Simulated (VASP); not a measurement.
A run of VASP 6.6.1 is set up as follows.

Contents of POSCAR:

```
SiO2
1.0
    4.9791700487      0.0000000000      0.0000000000
    0.0000000000      4.9791700487      0.0000000000
    0.0000000000      0.0000000000      6.9148784489
Si O
4 8
Direct
    0.3024588131      0.3024588131      0.0000000000
    0.1975411869      0.8024588131      0.2500000000
    0.6975411869      0.6975411869      0.5000000000
    0.8024588131      0.1975411869      0.7500000000
    0.2381684589      0.1092706349      0.1814546508
    0.3907293651      0.7381684589      0.4314546508
    0.7618315411      0.8907293651      0.6814546508
    0.6092706349      0.2618315411      0.9314546508
    0.7381684589      0.3907293651      0.5685453492
    0.8907293651      0.7618315411      0.3185453492
    0.2618315411      0.6092706349      0.0685453492
    0.1092706349      0.2381684589      0.8185453492
```

File INCAR.step1:

```
  PREC = Accurate
  ENCUT = 520
  ISMEAR = 0
  SIGMA = 0.01
  LREAL = False
  LASPH = True
  NELM = 80
  NBANDS = 44
  GGA = PE
  ALGO = Normal
  EDIFF = 1E-4
  LWAVE = True
  LCHARG = False
```

INCAR.step2

```
  PREC = Accurate
  ENCUT = 520
  EDIFF = 1E-7
  ISMEAR = 0
  SIGMA = 0.01
  LREAL = False
  LASPH = True
  NELM = 80
  ALGO = Normal
  ISIF = 2
  LWAVE = False
  LCHARG = True
  METAGGA = R2SCAN
  LMIXTAU = True
  LELF = True
  LVHAR = True
  NBANDS = 44
  ISTART = 1
```

The input KPOINTS:

```
regular mesh
0
Gamma
  6 6 4
```

Potentials or basis: VASP PAW PBE potentials, release 64 (Si, O).

Command:

```sh
$ cat potpaw_PBE.64/Si/POTCAR potpaw_PBE.64/O/POTCAR > POTCAR
$ cp INCAR.step1 INCAR
$ mpirun -np 1 vasp_std > vasp.out
$ cp INCAR.step2 INCAR
$ mpirun -np 1 vasp_std > vasp.out
```

Problem. Estimate the band gap on the k mesh.

Solution. 6.35 eV.

Problem. What does it give for the largest force?

Solution. 0.027 eV/Å.

Forces on the atoms (eV/Å):
```
Si   0.019  0.019  0.000
Si  -0.019  0.019  0.000
Si  -0.019 -0.019  0.000
Si   0.019 -0.019  0.000
O    0.000  0.003 -0.002
O   -0.003  0.000 -0.002
O    0.000 -0.003 -0.002
O    0.003  0.000 -0.002
O    0.000 -0.003  0.002
O   -0.003  0.000  0.002
O    0.000  0.003  0.002
O    0.003  0.000  0.002
```

Caveat: the PAW data sets were made with another functional, which shifts forces and pressure a little. A k mesh can miss the band edges.
